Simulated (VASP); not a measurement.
Runs of VASP 6.6.1 on AlN. The cells are those of the table. 

```csv
cell,gap on the mesh (eV),pressure (GPa),largest force (eV/Å)
"a = 3.089, b = 3.089, c = 9.941 Å, angles 84.1, 87.0, 60.0°, 8 atoms",3.40,(a),1.40
"a = 3.089, b = 3.089, c = 9.891 Å, angles 88.5, 89.3, 60.0°, 8 atoms",(b),0.5,0.49
"a = 3.089, b = 3.089, c = 9.971 Å, angles 82.6, 86.3, 60.0°, 8 atoms",3.18,(c),1.26
"a = 3.089, b = 3.089, c = 9.917 Å, angles 85.5, 87.8, 60.0°, 8 atoms",3.80,-0.3,1.37
```

Alike in all rows: task single point; level LDA; potentials or basis VASP PAW LDA potentials, release 64 (Al, N); no spin polarisation; k mesh 8 × 8 × 3; cutoff (eV) 520; smearing gaussian 0.05 eV.

Q: Estimate the missing entries.

A: (a) -0.6; (b) 4.33; (c) -0.8.

Caveats: an odd mesh through Γ misses points on the zone boundary, where band edges can lie; forces of over 1 eV/Å act on the atoms, so gaps and moduli don't describe the material at rest (at least some runs).
